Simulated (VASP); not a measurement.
Set up this calculation in VASP 6.6.1, as the native input.

| Property | Result |
| --- | --- |
| Task | single point |
| Functional | PBE |
| Potentials or basis | VASP PAW PBE potentials, release 64 (Bi_d, Te) |
| Cutoff | 520 eV |
| k mesh | 5 × 5 × 5 |
| Occupations | fermi-dirac, width 0.05 eV |
| Spin | no spin polarisation |
| Dipole correction | no |
| Further INCAR settings | ALGO = Normal; EDIFF = 1e-06; NBANDS = 32 |

The structure of Bi2Te3 lies in POSCAR:

```
Bi2Te3
1.0
    2.2085000000      1.2750780700      9.9466666700
   -2.2085000000      1.2750780700      9.9466666700
    0.0000000000     -2.5501561400      9.9466666700
Bi Te
2 3
Direct
    0.1880000000      0.1880000000      0.1880000000
    0.5980000000      0.5980000000      0.5980000000
    0.3890000000      0.3890000000      0.3890000000
    0.8000000000      0.8000000000      0.8000000000
    0.0000000000      0.0000000000      0.0000000000
```

The input as run:

INCAR

```
SYSTEM = Bi2Te3
  PREC = Accurate
  ENCUT = 520
  EDIFF = 1E-6
  ISMEAR = -1
  SIGMA = 0.05
  LREAL = .False.
  LASPH = .True.
  NELM = 80
  ALGO = Normal
  ISIF = 2
  LWAVE = .False.
  LCHARG = .False.
  GGA = PE
  NBANDS = 32
```

KPOINTS

```
regular mesh
0
Gamma
  5 5 5
  0 0 0
```

Potentials or basis: VASP PAW PBE potentials, release 64 (Bi_d, Te).

Command:

```bash
$ cat potpaw_PBE.64/Bi_d/POTCAR potpaw_PBE.64/Te/POTCAR > POTCAR
$ mpirun -np 1 vasp_std > vasp.out
```

Results of the run:

```yaml
Pressure: 1.6 GPa
Largest_force: 1.372 eV/Å
Band_gap_on_the_k_mesh: zero (bands 24 and 25 overlap by 0.01 eV)
```

Caveat: spin-orbit coupling is left out, which moves the levels of the heavy elements; forces of over 1 eV/Å act on the atoms, so gaps and moduli don't describe the material at rest.

Wall time 13 min on 1 thread of Intel Xeon 8259CL (shared host), peak memory 0.92 GiB.
